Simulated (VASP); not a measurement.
# BaTe (Fm-3m) in VASP: notebook, part 2 of 2

VASP 6.6.1.

## 3. G0W0 quasiparticle levels, PBE

POSCAR reads:

```
BaTe
1.0
    0.0000000000      3.5323868249      3.5323868249
    3.5323868249      0.0000000000      3.5323868249
    3.5323868249      3.5323868249      0.0000000000
Ba Te
1 1
Direct
    0.0000000000      0.0000000000      0.0000000000
    0.5000000000      0.5000000000      0.5000000000
```

INCAR.step1 reads:

```
SYSTEM = BaTe
ALGO = Normal
EDIFF = 1E-8
ENCUT = 500
GGA = PE
ISMEAR = 0
LASPH = .True.
LCHARG = .False.
LREAL = .False.
LWAVE = .True.
NELM = 60
PREC = Accurate
SIGMA = 0.01
```

INCAR.step2 reads:

```
SYSTEM = BaTe
ALGO = Exact
EDIFF = 1E-8
ENCUT = 500
GGA = PE
ISMEAR = 0
ISTART = 1
LASPH = .True.
LCHARG = .False.
LOPTICS = .True.
LREAL = .False.
LWAVE = .True.
NBANDS = 151
NELM = 1
PREC = Accurate
SIGMA = 0.01
```

INCAR.step3 reads:

```
SYSTEM = BaTe
ALGO = EVGW0
EDIFF = 1E-8
ENCUT = 500
ENCUTGW = 80.0
GGA = PE
ISMEAR = 0
ISTART = 1
LASPH = .True.
LCHARG = .False.
LREAL = .False.
LWAVE = .False.
NBANDS = 151
NBANDSGW = 16
NELMGW = 1
NOMEGA = 96
OMEGAMAX = 30
PREC = Accurate
PRECFOCK = Fast
SIGMA = 0.01
```

KPOINTS reads:

```
k-points
0
Gamma
  4 4 4
  0 0 0
```

Potentials or basis: VASP PAW PBE potentials, release 64 (Ba_sv_GW, Te_GW).

Run with:

```console
cat potpaw_PBE.64/Ba_sv_GW/POTCAR potpaw_PBE.64/Te_GW/POTCAR > POTCAR
cp INCAR.step1 INCAR
mpirun -np 1 vasp_std > vasp.out
cp INCAR.step2 INCAR
mpirun -np 1 vasp_std > vasp.out
cp INCAR.step3 INCAR
mpirun -np 1 vasp_std > vasp.out
```

OUTCAR:

```text
SYSTEM = BaTe
   EDIFF = 1E-8
   ENCUT = 500
   ENCUTGW = 80.0
   GGA = PE
   ISMEAR = 0
   ISTART = 1
   LASPH = .True.
   LREAL = .False.
   NELMGW = 1
   PREC = Accurate
   PRECFOCK = Fast

 ion  position               nearest neighbor table
   1  0.000  0.000  0.000-
   2  0.500  0.500  0.500-

  LATTYP: Found a face centered cubic cell.
 ALAT       =     7.0647736498

  Lattice vectors:

 A1 = (   0.0000000000,   3.5323868249,   3.5323868249)
 A2 = (   3.5323868249,   0.0000000000,   3.5323868249)
 A3 = (   3.5323868249,   3.5323868249,   0.0000000000)

Analysis of symmetry for initial positions (statically):
=====================================================================
 Subroutine PRICEL returns:
 Original cell was already a primitive cell.

 Routine SETGRP: Setting up the symmetry group for a
 face centered cubic supercell.

 Subroutine GETGRP returns: Found 48 space group operations
 (whereof 48 operations were pure point group operations)
 out of a pool of 48 trial point group operations.

The static configuration has the point symmetry O_h .

Analysis of symmetry for dynamics (positions and initial velocities):
=====================================================================
 Subroutine PRICEL returns:
 Original cell was already a primitive cell.

 Routine SETGRP: Setting up the symmetry group for a
 face centered cubic supercell.

 Subroutine GETGRP returns: Found 48 space group operations
 (whereof 48 operations were pure point group operations)
 out of a pool of 48 trial point group operations.

The dynamic configuration has the point symmetry O_h .

 Subroutine INISYM returns: Found 48 space group operations
 (whereof 48 operations are pure point group operations),
 and found     1 'primitive' translations

----------------------------------------------------------------------------------------

                                     Primitive cell

  volume of cell :      88.1525

  direct lattice vectors                    reciprocal lattice vectors
     0.000000000  3.532386825  3.532386825    -0.141547352  0.141547352  0.141547352
     3.532386825  0.000000000  3.532386825     0.141547352 -0.141547352  0.141547352
     3.532386825  3.532386825  0.000000000     0.141547352  0.141547352 -0.141547352

  length of vectors
     4.995549355  4.995549355  4.995549355     0.245167205  0.245167205  0.245167205

  position of ions in fractional coordinates (direct lattice)
     0.000000000  0.000000000  0.000000000
     0.500000000  0.500000000  0.500000000

  ion indices of the primitive-cell ions
   primitive index   ion index
                 1           1
                 2           2

----------------------------------------------------------------------------------------

 KPOINTS: k-points

Automatic generation of k-mesh.
 Grid dimensions read from file:
 generate k-points for:    4    4    4

 Generating k-lattice:

  Cartesian coordinates                     Fractional coordinates (reciprocal lattice)
    -0.035386838  0.035386838  0.035386838     0.250000000  0.000000000  0.000000000
     0.035386838 -0.035386838  0.035386838     0.000000000  0.250000000  0.000000000
     0.035386838  0.035386838 -0.035386838     0.000000000  0.000000000  0.250000000

  Length of vectors
     0.061291801  0.061291801  0.061291801

  Shift w.r.t. Gamma in fractional coordinates (k-lattice)
     0.000000000  0.000000000  0.000000000

 Subroutine IBZKPT returns following result:
 ===========================================

 Found      8 irreducible k-points:

 Following reciprocal coordinates:
            Coordinates               Weight
  0.000000  0.000000  0.000000      1.000000
  0.250000  0.000000  0.000000      8.000000
  0.500000  0.000000  0.000000      4.000000
  0.250000  0.250000  0.000000      6.000000
  0.500000  0.250000  0.000000     24.000000
 -0.250000  0.250000  0.000000     12.000000
  0.500000  0.500000  0.000000      3.000000
 -0.250000  0.500000  0.250000      6.000000
   k-points           NKPTS =      8   k-points in BZ     NKDIM =     64   number of bands    NBANDS=    151
   number of dos      NEDOS =    301   number of ions     NIONS =      2
   total plane-waves  NPLWV =  46656
   dimension x,y,z NGX =    36 NGY =   36 NGZ =   36
   dimension x,y,z NGXF=    72 NGYF=   72 NGZF=   72
   ions per type =               1   1
   NGX,Y,Z   is equivalent  to a cutoff of  11.98, 11.98, 11.98 a.u.
   NGXF,Y,Z  is equivalent  to a cutoff of  23.96, 23.96, 23.96 a.u.
 SYSTEM =  BaTe
   PREC   = accura    normal or accurate (medium, high low for compatibility)
   ISTART =      1    job   : 0-new  1-cont  2-samecut
   ICHARG =      0    charge: 1-file 2-atom 10-const
   ISPIN  =      1    spin polarized calculation?
   LNONCOLLINEAR =      F non collinear calculations
   LSORBIT =      F    spin-orbit coupling
   LASPH  =      T    aspherical Exc in radial PAW
   ENCUT  =  500.0 eV  36.75 Ry    6.06 a.u.   9.11  9.11  9.11*2*pi/ulx,y,z
   NELM   =     60;   NELMIN=  2; NELMDL=  0     # of ELM steps
   EDIFF  = 0.1E-07   stopping-criterion for ELM
   LREAL  =      F    real-space projection
   EDIFFG = 0.1E-06   stopping-criterion for IOM
   NSW    =      0    number of steps for IOM
   IBRION =     -1    ionic relax: 0-MD 1-quasi-New 2-CG
   NFREE  =      0    steps in history (QN), initial steepest desc. (CG)
   ISIF   =      0    stress and relaxation
   ISYM   =      3    0-nonsym 1-usesym 2-fastsym
   POTIM  = 0.5000    time-step for ionic-motion
   TEBEG  =    0.0;   TEEND  =   0.0 temperature during run
   PSTRESS=    0.0 pullay stress
   NELECT =      16.0000    total number of electrons
   NUPDOWN=      -1.0000    fix difference up-down
   EMIN   =  10.00;   EMAX   =-10.00  energy-range for DOS
   EFERMI =   0.00;   METHOD = LEGACY
   ISMEAR =     0;   SIGMA  =   0.01  broadening in eV -4-tet -1-fermi 0-gaus
   EFERMI_NEDOS =   21; number of points for ismear=-14 and -15
   IALGO  =     38    algorithm
   IMIX   =      4    mixing-type and parameters
     AMIX     =   0.40;   BMIX     =  1.00
     AMIX_MAG =   1.60;   BMIX_MAG =  1.00
  volume/ion in A,a.u.               =      44.08       297.44
  Fermi-wavevector in a.u.,A,eV,Ry     =   0.926908  1.751602 11.689557  0.859158
  Thomas-Fermi vector in A             =   2.052921
   LORBIT       =      0    0 simple, 1 ext, 2 COOP (PROOUT), +10 PAW based schemes
   GGA     = PE    functional components
   LHFCALC =     T    Hartree Fock is set to
   PRECFOCK=fast      Normal, Fast or Accurate (Low or Medium for compatibility)
   ENCUT4O =  -1.0   cutoff for four orbital integrals eV
   NKREDX  =     1    reduce k-point grid by
   NKREDY  =     1    reduce k-point grid by
   NKREDZ  =     1    reduce k-point grid by
   AEXX    =    1.0000 exact exchange contribution
   HFSCREEN=    0.0000 screening length (either q_TF or 0.3 A-1)
   HFSCREENC=   0.0000 screening length for correlation (either q_TF or 0.3 A-1)
   ENCUTFOCK=  -1.0 apply spherical cutoff to Coloumb kernel
   IVDW    =     0    specifies the selected vdW correction
   LEPSILON=     F    determine dielectric tensor
   LRPA    =     F    only Hartree local field effects (RPA)
   LRPAFORCE           =     F    calculate RPA forces
   ENCUTGW             =  80.0    cutoff for response function in eV
   ENCUTGWSOFT         =  64.0    soft cutoff for Coulomb kernel in GW response function in eV
   ENCUTLF             =  -1.0    cutoff for local field effects
   NELMGW              =     1    number of iterations in solving QP/BSE equation
   NELMHF              =     1    number of iterations in the inner HF iteration
   NKREDLFX            =     1    NKREDLFY  =   1   NKREDLFZ  =   1
 non-spin polarized calculation
 Gauss-broadening in eV      SIGMA  =   0.01
  energy-cutoff  :      500.00
  volume of cell :       88.15
 maximum number of plane-waves:      2252
  NGX = 20; NGY = 20; NGZ = 20
   NGX = 19   NGY = 19   NGZ = 19
 maximum number of plane-waves:       150
 NGX is ok and might be reduce to    18

 QP shifts <psi_nk| G(iteration)W_0 |psi_nk>: iteration 1
 for sc-GW calculations column KS-energies equals QP-energies in previous step
 and V_xc(KS)=  KS-energies - (<T + V_ion + V_H > + <T+V_H+V_ion>^1  + <V_x>^1)

 k-point   1 :       0.0000    0.0000    0.0000
  band No.  KS-energies  QP-energies   sigma(KS)   V_xc(KS)     V^pw_x(r,r')   Z            occupation Imag(sigma)

      1     -23.7386     -24.0028     -15.6483     -15.1830     -24.3871       0.5677       2.0000       0.9630
      2      -8.8859     -10.0024     -15.3536     -13.8354     -18.9117       0.7353       2.0000       0.2285
      3      -8.8859     -10.0024     -15.3536     -13.8354     -18.9117       0.7353       2.0000       0.2285
      4      -8.8859     -10.0024     -15.3536     -13.8354     -18.9117       0.7353       2.0000       0.2285
      5      -6.1630      -6.7027     -11.8249     -11.0321     -17.0953       0.6808       2.0000       1.0514
      6       3.2623       2.6211     -11.2389     -10.3914     -12.5523       0.7566       2.0000       0.0803
[... 8 lines left out ...]
     15       9.5543      10.4888      -6.3835      -7.6152      -1.6871       0.7587       0.0000      -0.2466
     16      11.9508      16.1796      -8.5262     -14.4856      -2.1995       0.7096       0.0000      -0.2066
[... 124 lines left out ...]
      1     -23.7235     -23.9869     -15.6569     -15.2031     -24.3955       0.5803       2.0000       0.9721
      2      -9.0169     -10.1246     -15.1673     -13.6293     -18.8220       0.7202       2.0000       0.2630
      3      -9.0169     -10.1246     -15.1673     -13.6293     -18.8220       0.7202       2.0000       0.2630
      4      -9.0169     -10.1246     -15.1673     -13.6293     -18.8220       0.7202       2.0000       0.2630
      5      -5.7879      -6.2889     -12.2134     -11.4897     -17.2147       0.6923       2.0000       0.9455
      6       2.0790       1.3394     -10.6850      -9.6820     -12.2949       0.7374       2.0000       0.1108
[... 8 lines left out ...]
     15      10.9131      13.0715      -7.9530     -10.8904      -2.5962       0.7348       0.0000      -0.2619
     16      11.2482      11.9810      -9.4130     -10.4183      -4.7674       0.7288       0.0000      -0.2723
```

Run time: 16 min. Hardware: 1 thread of Intel Xeon 8259CL, shared host; peak memory 1.1 GiB.

What came out:

* Quasiparticle gap: 2.52 eV
* Least direct quasiparticle gap: 2.93 eV
* Band gap of the starting levels on the mesh: 1.64 eV
* Least direct gap of the starting levels on the mesh: 2.00 eV

Caveat: the k points lie up to 0.39 Å⁻¹ apart; bands, screening cutoff and mesh are small and nothing is extrapolated, so the quasiparticle values aren't converged; spin-orbit coupling is left out, which moves the levels of the heavy elements.
